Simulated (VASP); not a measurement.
# Ni in VASP: a series of runs

The runs below take Ni through single point, with PBE, LDA.

Everything below comes from runs of VASP 6.6.1. Logs are shortened: lines on timing, memory, paths and dates and some standing lists are left out, and cuts for length are marked.

## (1) The cell of the first run

The cell holds a sheet with vacuum, 1 atom: a = 2.259 Å, b = 2.259 Å, c = 23.800 Å, α = 90.00°, β = 90.00°, γ = 90.00°.

## (2) Single point, PBE, collinear spin, ferromagnetic start

The input, INCAR:

```
SYSTEM = Ni
  PREC = Accurate
  ENCUT = 520
  EDIFF = 1E-6
  ISMEAR = -1
  SIGMA = 0.05
  LREAL = .False.
  LASPH = .True.
  NELM = 150
  ALGO = Normal
  ISIF = 2
  LWAVE = .False.
  LCHARG = .True.
  ISPIN = 2
  MAGMOM = 1
  LORBIT = 11
  LMAXMIX = 4
  GGA = PE
  LELF = .True.
  LVHAR = .True.
  NBANDS = 15
```

The input, KPOINTS:

```
Automatic mesh
0
Gamma
  12 12 1
  0 0 0
```

The input, POSCAR:

```
Ni
1.0
    2.2591100000      0.0000000000      0.0000000000
    0.0000000000      2.2591100000      0.0000000000
    0.0000000000      0.0000000000     23.8000000000
Ni
1
Direct
    0.5000000000      0.5000000000      0.2941200000
```

Potentials or basis: VASP PAW PBE potentials, release 64 (Ni).

Command:

```console
> cat potpaw_PBE.64/Ni/POTCAR > POTCAR
> mpirun -np 1 vasp_std > vasp.out
```

OUTCAR:

```text
SYSTEM = Ni
   PREC = Accurate
   ENCUT = 520
   EDIFF = 1E-6
   ISMEAR = -1
   LREAL = .False.
   LASPH = .True.
   NELM = 150
   ISIF = 2
   ISPIN = 2
   LORBIT = 11
   GGA = PE

 ion  position               nearest neighbor table
   1  0.500  0.500  0.294-

  LATTYP: Found a simple tetragonal cell.
 ALAT       =     2.2591100000
 C/A-ratio  =    10.5351222384

  Lattice vectors:

 A1 = (   2.2591100000,   0.0000000000,   0.0000000000)
 A2 = (   0.0000000000,   2.2591100000,   0.0000000000)
 A3 = (   0.0000000000,   0.0000000000,  23.8000000000)

Analysis of symmetry for initial positions (statically):
=====================================================================
 Subroutine PRICEL returns:
 Original cell was already a primitive cell.

 Routine SETGRP: Setting up the symmetry group for a
 simple tetragonal supercell.

 Subroutine GETGRP returns: Found 16 space group operations
 (whereof  8 operations were pure point group operations)
 out of a pool of 16 trial point group operations.

The static configuration has the point symmetry C_4v.
 The point group associated with its full space group is D_4h.

Analysis of symmetry for dynamics (positions and initial velocities):
=====================================================================
 Subroutine PRICEL returns:
 Original cell was already a primitive cell.

 Routine SETGRP: Setting up the symmetry group for a
 simple tetragonal supercell.

 Subroutine GETGRP returns: Found 16 space group operations
 (whereof  8 operations were pure point group operations)
 out of a pool of 16 trial point group operations.

The dynamic configuration has the point symmetry C_4v.
 The point group associated with its full space group is D_4h.

Analysis of structural, dynamic, and magnetic symmetry:
=====================================================================
 Subroutine PRICEL returns:
 Original cell was already a primitive cell.

 Routine SETGRP: Setting up the symmetry group for a
 simple tetragonal supercell.

 Subroutine GETGRP returns: Found 16 space group operations
 (whereof  8 operations were pure point group operations)
 out of a pool of 16 trial point group operations.

The overall configuration has the point symmetry C_4v.
 The point group associated with its full space group is D_4h.

 Subroutine INISYM returns: Found 16 space group operations
 (whereof  8 operations are pure point group operations),
 and found     1 'primitive' translations

----------------------------------------------------------------------------------------

                                     Primitive cell

  volume of cell :     121.4652

  direct lattice vectors                    reciprocal lattice vectors
     2.259110000  0.000000000  0.000000000     0.442652195  0.000000000  0.000000000
     0.000000000  2.259110000  0.000000000     0.000000000  0.442652195  0.000000000
     0.000000000  0.000000000 23.800000000     0.000000000  0.000000000  0.042016807

  length of vectors
     2.259110000  2.259110000 23.800000000     0.442652195  0.442652195  0.042016807

  position of ions in fractional coordinates (direct lattice)
     0.500000000  0.500000000  0.294120000

  ion indices of the primitive-cell ions
   primitive index   ion index
                 1           1

----------------------------------------------------------------------------------------

 KPOINTS: Automatic mesh

Automatic generation of k-mesh.
 Grid dimensions read from file:
 generate k-points for:   12   12    1

 Generating k-lattice:

  Cartesian coordinates                     Fractional coordinates (reciprocal lattice)
     0.036887683  0.000000000  0.000000000     0.083333333  0.000000000  0.000000000
     0.000000000  0.036887683  0.000000000     0.000000000  0.083333333  0.000000000
     0.000000000  0.000000000  0.042016807     0.000000000  0.000000000  1.000000000

  Length of vectors
     0.036887683  0.036887683  0.042016807

  Shift w.r.t. Gamma in fractional coordinates (k-lattice)
     0.000000000  0.000000000  0.000000000

 Subroutine IBZKPT returns following result:
 ===========================================

 Found     28 irreducible k-points:

 Following reciprocal coordinates:
            Coordinates               Weight
  0.000000  0.000000  0.000000      1.000000
  0.083333  0.000000  0.000000      4.000000
  0.166667  0.000000  0.000000      4.000000
  0.250000  0.000000  0.000000      4.000000
  0.333333  0.000000  0.000000      4.000000
  0.416667  0.000000  0.000000      4.000000
[... 16 lines left out ...]
  0.333333  0.333333  0.000000      4.000000
  0.416667  0.333333  0.000000      8.000000
 [... further k-points ...]
   k-points           NKPTS =     28   k-points in BZ     NKDIM =     28   number of bands    NBANDS=     15
   number of dos      NEDOS =    301   number of ions     NIONS =      1
   total plane-waves  NPLWV =  58320
   dimension x,y,z NGX =    18 NGY =   18 NGZ =  180
   dimension x,y,z NGXF=    36 NGYF=   36 NGZF=  360
   ions per type =               1
   NGX,Y,Z   is equivalent  to a cutoff of  13.25, 13.25, 12.57 a.u.
   NGXF,Y,Z  is equivalent  to a cutoff of  26.49, 26.49, 25.15 a.u.
 SYSTEM =  Ni
   PREC   = accura    normal or accurate (medium, high low for compatibility)
   ISTART =      0    job   : 0-new  1-cont  2-samecut
   ICHARG =      2    charge: 1-file 2-atom 10-const
   ISPIN  =      2    spin polarized calculation?
   LNONCOLLINEAR =      F non collinear calculations
   LSORBIT =      F    spin-orbit coupling
   LASPH  =      T    aspherical Exc in radial PAW
   ENCUT  =  520.0 eV  38.22 Ry    6.18 a.u.   4.20  4.20 44.25*2*pi/ulx,y,z
   NELM   =    150;   NELMIN=  2; NELMDL= -5     # of ELM steps
   EDIFF  = 0.1E-05   stopping-criterion for ELM
   LREAL  =      F    real-space projection
   EDIFFG = 0.1E-04   stopping-criterion for IOM
   NSW    =      0    number of steps for IOM
   IBRION =     -1    ionic relax: 0-MD 1-quasi-New 2-CG
   NFREE  =      0    steps in history (QN), initial steepest desc. (CG)
   ISIF   =      2    stress and relaxation
   ISYM   =      2    0-nonsym 1-usesym 2-fastsym
   POTIM  = 0.5000    time-step for ionic-motion
   TEBEG  =    0.0;   TEEND  =   0.0 temperature during run
   PSTRESS=    0.0 pullay stress
   NELECT =      10.0000    total number of electrons
   NUPDOWN=      -1.0000    fix difference up-down
   EMIN   =  10.00;   EMAX   =-10.00  energy-range for DOS
   EFERMI =   0.00;   METHOD = LEGACY
   ISMEAR =    -1;   SIGMA  =   0.05  broadening in eV -4-tet -1-fermi 0-gaus
   EFERMI_NEDOS =   21; number of points for ismear=-14 and -15
   IALGO  =     38    algorithm
   IMIX   =      4    mixing-type and parameters
     AMIX     =   0.40;   BMIX     =  1.00
     AMIX_MAG =   1.60;   BMIX_MAG =  1.00
  volume/ion in A,a.u.               =     121.47       819.69
  Fermi-wavevector in a.u.,A,eV,Ry     =   0.712182  1.345829  6.900916  0.507203
  Thomas-Fermi vector in A             =   1.799490
   LORBIT       =     11    0 simple, 1 ext, 2 COOP (PROOUT), +10 PAW based schemes
   GGA     = PE    functional components
   LHFCALC =     F    Hartree Fock is set to
   AEXX    =    0.0000 exact exchange contribution
   IVDW    =     0    specifies the selected vdW correction
   LEPSILON=     F    determine dielectric tensor
   LRPA    =     F    only Hartree local field effects (RPA)
 spin polarized calculation
  energy-cutoff  :      520.00
  volume of cell :      121.47
 maximum number of plane-waves:      3302
 NGX is ok and might be reduce to    18
   NGX =  9   NGY =  9   NGZ = 89

 number of electron      10.0000000 magnetization       1.0000000

 number of electron       9.9999988 magnetization       0.8596325

 Free energy of the ion-electron system (eV)
  ---------------------------------------------------
  ext. energy  EPLUGINS =         0.00000000
  ---------------------------------------------------
  free energy    TOTEN  =        -3.96327145 eV

  energy without entropy =       -3.94573459  energy(sigma->0) =       -3.95450302

 E-fermi :  -3.8898     XC(G=0):  -1.9616

 val. band max:       -3.8972786101   @ k =   0.2500   0.0000   0.0000
 cond. band min:      -3.8752107086   @ k =   0.1667   0.1667   0.0000
 fundamental gap:      0.0220679014
 Fermi energy:        -3.8898115158

 spin component 1

 k-point     1 :       0.0000    0.0000    0.0000
  band No.  band energies     occupation
      1      -9.7572      1.00000
      2      -7.7269      1.00000
      3      -5.8745      1.00000
      4      -4.7267      1.00000
      5      -4.7267      1.00000
      6      -4.4865      0.99999
      7      -3.1026      0.00000
      8       0.9775      0.00000
      9       1.4365      0.00000
     10       1.4820      0.00000
     11       2.3812      0.00000
     12       2.6120      0.00000
     13       4.0009      0.00000
     14       4.3692      0.00000
     15       6.2712      0.00000

 k-point     2 :       0.0833    0.0000    0.0000
  band No.  band energies     occupation
      1      -9.5323      1.00000
      2      -7.6340      1.00000
      3      -5.8123      1.00000
      4      -5.0214      1.00000
      5      -4.7158      1.00000
      6      -4.5647      1.00000
      7      -2.6962      0.00000
      8       1.1739      0.00000
      9       1.6466      0.00000
     10       1.6846      0.00000
     11       2.5918      0.00000
     12       2.8110      0.00000
     13       4.2126      0.00000
     14       4.5659      0.00000
     15       6.4831      0.00000
[... 365 lines left out ...]
      3      -5.8472      1.00000
      4      -5.0527      1.00000
      5      -4.8425      1.00000
      6      -1.6501      0.00000
      7       4.4148      0.00000
      8       7.3435      0.00000
      9       7.3848      0.00000
     10       7.9961      0.00000
     11       8.0462      0.00000
     12       9.0058      0.00000
     13       9.0359      0.00000
     14      10.6139      0.00000
     15      10.6447      0.00000

 k-point    24 :       0.4167    0.3333    0.0000
  band No.  band energies     occupation
      1      -7.7083      1.00000
      2      -6.3073      1.00000
      3      -5.8799      1.00000
      4      -4.8253      1.00000
      5      -4.4983      0.99999
      6       0.2299      0.00000
      7       5.2543      0.00000
      8       6.1869      0.00000
      9       9.1560      0.00000
     10       9.8335      0.00000
     11       9.8748      0.00000
     12      10.7711      0.00000
     13      10.8499      0.00000
     14      11.1384      0.00000
     15      11.6348      0.00000

 [... further k-points ...]

 spin component 2

 k-point     1 :       0.0000    0.0000    0.0000
  band No.  band energies     occupation
      1      -9.6548      1.00000
      2      -7.1020      1.00000
      3      -5.4038      1.00000
      4      -3.6005      0.00306
      5      -3.6005      0.00306
      6      -3.2924      0.00001
      7      -3.1380      0.00000
      8       0.9400      0.00000
      9       1.3899      0.00000
     10       1.4919      0.00000
     11       2.3561      0.00000
     12       2.6083      0.00000
     13       3.9814      0.00000
     14       4.3651      0.00000
     15       6.2590      0.00000

 k-point     2 :       0.0833    0.0000    0.0000
  band No.  band energies     occupation
      1      -9.4279      1.00000
      2      -7.0088      1.00000
      3      -5.3373      1.00000
      4      -4.0812      0.97870
      5      -3.5887      0.00242
      6      -3.3767      0.00003
      7      -2.5580      0.00000
      8       1.1356      0.00000
      9       1.6017      0.00000
     10       1.6944      0.00000
     11       2.5677      0.00000
     12       2.8068      0.00000
     13       4.1941      0.00000
     14       4.5610      0.00000
     15       6.4719      0.00000
[... 365 lines left out ...]
      3      -4.8213      1.00000
      4      -4.3598      0.99992
      5      -4.2243      0.99876
      6      -1.4000      0.00000
      7       4.4910      0.00000
      8       7.2952      0.00000
      9       7.5615      0.00000
     10       8.0055      0.00000
     11       8.0111      0.00000
     12       8.9874      0.00000
     13       9.0270      0.00000
     14      10.6335      0.00000
     15      10.6428      0.00000

 k-point    24 :       0.4167    0.3333    0.0000
  band No.  band energies     occupation
      1      -6.8820      1.00000
      2      -5.3426      1.00000
      3      -4.8639      1.00000
      4      -4.1770      0.99681
      5      -3.8224      0.20627
      6       0.4351      0.00000
      7       5.4361      0.00000
      8       6.2445      0.00000
      9       9.1067      0.00000
     10       9.8395      0.00000
     11       9.8428      0.00000
     12      10.7623      0.00000
     13      10.8436      0.00000
     14      11.1212      0.00000
     15      11.7783      0.00000

 [... further k-points ...]

------------------------ aborting loop because EDIFF is reached ----------------------------------------

  FORCE on cell =-STRESS in cart. coord.  units (eV):
  Direction    XX          YY          ZZ          XY          YZ          ZX
  --------------------------------------------------------------------------------------
  -------------------------------------------------------------------------------------
  Total        0.0142425      0.0142425     -0.0008662      0.0000000      0.0000000      0.0000000
  in kB        0.1878653      0.1878653     -0.0114256      0.0000000      0.0000000      0.0000000
  external PRESSURE =       0.1214350 kB  Pullay stress =       0.0000000 kB

 VOLUME and BASIS-vectors are now :
 -----------------------------------------------------------------------------
  energy-cutoff  :      520.00
  volume of cell :      121.47
      direct lattice vectors                 reciprocal lattice vectors
     2.259110000  0.000000000  0.000000000     0.442652195  0.000000000  0.000000000
     0.000000000  2.259110000  0.000000000     0.000000000  0.442652195  0.000000000
     0.000000000  0.000000000 23.800000000     0.000000000  0.000000000  0.042016807

 POSITION                                       TOTAL-FORCE (eV/Angst)
 -----------------------------------------------------------------------------------
      1.12956      1.12956      7.00006         0.000000     -0.000000     -0.000000
 -----------------------------------------------------------------------------------
    total drift:                                0.000000      0.000000      0.000048

  FREE ENERGIE OF THE ION-ELECTRON SYSTEM (eV)
  ---------------------------------------------------
  free  energy   TOTEN  =        -3.9632714474 eV

  energy  without entropy=       -3.9457345860  energy(sigma->0) =       -3.95450302

 total charge

# of ion       s       p       d       tot
------------------------------------------
    1        0.540   0.293   8.328   9.161

 magnetization (x)

# of ion       s       p       d       tot
------------------------------------------
    1        0.011  -0.010   0.879   0.881
```

Wall time 1.8 min (1 thread of Intel Xeon Platinum 8559C (Emerald Rapids), shared host); peak memory 0.3 GiB.

Results:

- Free energy: -3.9633 eV
- Net moment: 0.86 μB per cell
- Site moments: Ni +0.88 μB
- Valence electrons inside the program's atomic spheres: Ni 9.16

## (3) Single point, PBE, collinear spin, ferromagnetic start

The input, INCAR:

```
SYSTEM = Ni
  PREC = Accurate
  ENCUT = 520
  EDIFF = 1E-6
  ISMEAR = -1
  SIGMA = 0.05
  LREAL = .FALSE.
  LASPH = .TRUE.
  NELM = 150
  ALGO = Normal
  ISIF = 2
  LWAVE = .FALSE.
  LCHARG = .TRUE.
  ISPIN = 2
  MAGMOM = 1
  LORBIT = 11
  LMAXMIX = 4
  LDIPOL = .TRUE.
  IDIPOL = 3
  DIPOL = 0.5 0.5 0.294
  GGA = PE
  LELF = .TRUE.
  LVHAR = .TRUE.
  LVACPOTAV = .TRUE.
  NBANDS = 15
```

The input, KPOINTS:

```
regular mesh
0
G
  12 12 1
  0 0 0
```

POSCAR is that of step 2.

Potentials or basis: VASP PAW PBE potentials, release 64 (Ni).

Command:

```console
> cat potpaw_PBE.64/Ni/POTCAR > POTCAR
> mpirun -np 1 vasp_std > vasp.out
```

Run time: 92 s. Hardware: 1 thread of Intel Xeon Platinum 8559C (Emerald Rapids), shared host; peak memory 0.31 GiB.

The run converged. Its results:

| Item | Value |
| --- | --- |
| Free energy | -3.9633 eV |
| Net moment | 0.86 μB per cell |
| Site moments | Ni +0.88 μB |
| Valence electrons inside the program's atomic spheres | Ni 9.16 |

Levels at points of the mesh, in eV from the Fermi level:
Spin up:
```tsv
k point	band 1	band 2	band 3	band 4	band 5	band 6	band 7	band 8	band 9	band 10
(0.00, 0.00, 0.00)	-5.87	-3.84	-1.98	-0.84	-0.84	-0.60	0.79	4.87	5.33	5.37
(0.50, 0.00, 0.00)	-3.43	-2.98	-1.68	-0.96	-0.67	1.43	5.49	7.82	10.22	11.88
(0.50, 0.50, 0.00)	-4.36	-2.32	-2.32	-0.61	0.41	8.40	8.40	13.45	14.36	15.08
```
Spin down:
| k point | band 1 | band 2 | band 3 | band 4 | band 5 | band 6 | band 7 | band 8 | band 9 |
| --- | --- | --- | --- | --- | --- | --- | --- | --- | --- |
| (0.00, 0.00, 0.00) | -5.76 | -3.21 | -1.51 | 0.29 | 0.29 | 0.60 | 0.75 | 4.83 | 5.28 |
| (0.50, 0.00, 0.00) | -2.87 | -2.09 | -0.56 | -0.38 | 0.47 | 1.43 | 5.83 | 7.84 | 10.26 |
| (0.50, 0.50, 0.00) | -3.54 | -1.33 | -1.33 | 0.02 | 1.21 | 8.50 | 8.50 | 13.65 | 14.58 |

## (4) Single point, LDA, collinear spin, ferromagnetic start

The input, INCAR:

```
SYSTEM = Ni
PREC = Accurate ; ENCUT = 520
EDIFF = 1E-7 ; ISMEAR = -1
SIGMA = 0.05 ; LREAL = .FALSE.
LASPH = .TRUE. ; NELM = 150
ALGO = Normal ; ISIF = 2
LWAVE = .FALSE. ; LCHARG = .TRUE.
ISPIN = 2 ; MAGMOM = 1
LORBIT = 11 ; LMAXMIX = 4
LDIPOL = .TRUE. ; IDIPOL = 3
DIPOL = 0.5 0.5 0.294 ; LELF = .TRUE.
LVHAR = .TRUE. ; LVACPOTAV = .TRUE.
NBANDS = 15
```

The input, KPOINTS:

```
Automatic mesh
0
G
  12 12 1
  0 0 0
```

POSCAR is that of step 3.

Potentials or basis: VASP PAW LDA potentials, release 64 (Ni).

Command:

```console
> cat potpaw_LDA.64/Ni/POTCAR > POTCAR
> mpirun -np 1 vasp_std > vasp.out
```

Wall time 92 s (1 thread of Intel Xeon Platinum 8559C (Emerald Rapids), shared host); peak memory 0.23 GiB.

Results (log left out):

```yaml
Free_energy: -4.6987 eV
Net_moment: 0.80 μB per cell
Site_moments: Ni +0.81 μB
Valence_electrons_inside_the_program's_atomic_spheres: Ni 9.17
```

Levels at points of the mesh, in eV from the Fermi level:
Spin up:
| k point | band 3 | band 4 | band 5 | band 6 | band 7 | band 8 |
| --- | --- | --- | --- | --- | --- | --- |
| (0.00, 0.00, 0.00) | -1.96 | -0.68 | -0.68 | -0.37 | 0.81 | 5.19 |
| (0.50, 0.00, 0.00) | -1.48 | -0.92 | -0.52 | 1.46 | 5.52 | 7.83 |
| (0.50, 0.50, 0.00) | -2.20 | -0.57 | 0.52 | 8.37 | 8.37 | 13.59 |
Spin down:
| k point | band 2 | band 3 | band 4 | band 5 | band 6 | band 7 |
| --- | --- | --- | --- | --- | --- | --- |
| (0.00, 0.00, 0.00) | -3.20 | -1.45 | 0.21 | 0.21 | 0.53 | 0.82 |
| (0.50, 0.00, 0.00) | -2.15 | -0.63 | -0.31 | 0.39 | 1.53 | 5.85 |
| (0.50, 0.50, 0.00) | -1.41 | -1.41 | 0.10 | 1.26 | 8.49 | 8.49 |

## (5) Summary

```csv
level,potentials or basis,dipole correction,gap on the mesh (eV),moment (μB)
PBE,"VASP PAW PBE potentials, release 64 (Ni)",no,none,0.86
PBE,"VASP PAW PBE potentials, release 64 (Ni)",yes,none,0.86
LDA,"VASP PAW LDA potentials, release 64 (Ni)",yes,none,0.80
```

Alike in all rows: task single point; spin collinear, ferromagnetic start; cell as given; k mesh 12 × 12 × 1; cutoff (eV) 520; smearing fermi-dirac 0.05 eV.

Absolute energies hang on the potentials; compare differences alone.
